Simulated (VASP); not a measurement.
**Mg3ZrN3: single point with PBE**

Mg3ZrN3:

```
Mg Zr N
1.0
    -2.24426    2.22944    4.43350
     2.24426   -2.22944    4.43350
     2.24426    2.22944   -4.43350
Mg Zr N
3 1 3
Direct
  0.26422 0.26422 0.00000
  0.73578 0.73578 0.00000
  0.00000 0.50000 0.50000
  0.50000 0.00000 0.50000
  0.25917 0.75917 0.50000
  0.74083 0.24083 0.50000
  0.50000 0.50000 0.00000
```

* Program: VASP 6.6.1
* Task: single point
* Functional: PBE
* Potentials or basis: VASP PAW PBE potentials, release 64 (Mg, Zr_sv, N)
* Cutoff: 520 eV
* k mesh: 10 × 10 × 10
* Occupations: gaussian, width 0.1 eV
* Spin: no spin polarisation

The pressure is -0.3 GPa. The largest force is 0.035 eV/Å and the band gap on the k mesh is zero (an odd number of electrons rules out a gap without spin polarisation).

Forces in eV/Å, atoms in the order of the input:
```
Mg   0.000  0.000  0.006
Mg   0.000  0.000 -0.006
Mg   0.000  0.000  0.000
Zr   0.000  0.000  0.000
N    0.000  0.000 -0.035
N    0.000  0.000  0.035
N    0.000  0.000  0.000
```

Stress tensor (GPa, compression positive):
```
-0.27  0.00  0.00
 0.00 -0.42  0.00
 0.00  0.00 -0.10
```

Levels at points of the mesh, in eV from the Fermi level:
```tsv
k point	band 13	band 14	band 15	band 16	band 17	band 18	band 19	band 20	band 21	band 22
(0.00, 0.00, 0.00)	-1.39	-1.19	-0.54	-0.21	-0.12	1.37	3.75	3.81	5.04	5.07
(0.50, 0.00, 0.00)	-2.13	-1.14	-0.60	-0.09	0.58	1.82	1.86	3.02	3.49	6.07
(0.00, 0.50, 0.00)	-1.93	-1.80	-1.56	-1.52	-0.15	3.52	3.97	3.98	4.74	4.95
(0.50, 0.50, 0.00)	-1.78	-1.09	-0.29	-0.03	0.79	2.07	2.84	3.32	4.77	6.55
(0.50, 0.50, 0.50)	-1.09	-1.06	-1.02	-0.56	-0.31	1.55	2.72	2.76	4.09	5.38
```

Wall time 6 min on 1 thread of Intel(R) Xeon(R) 6975P-C (Granite Rapids), on a shared host, peak memory 0.53 GiB.
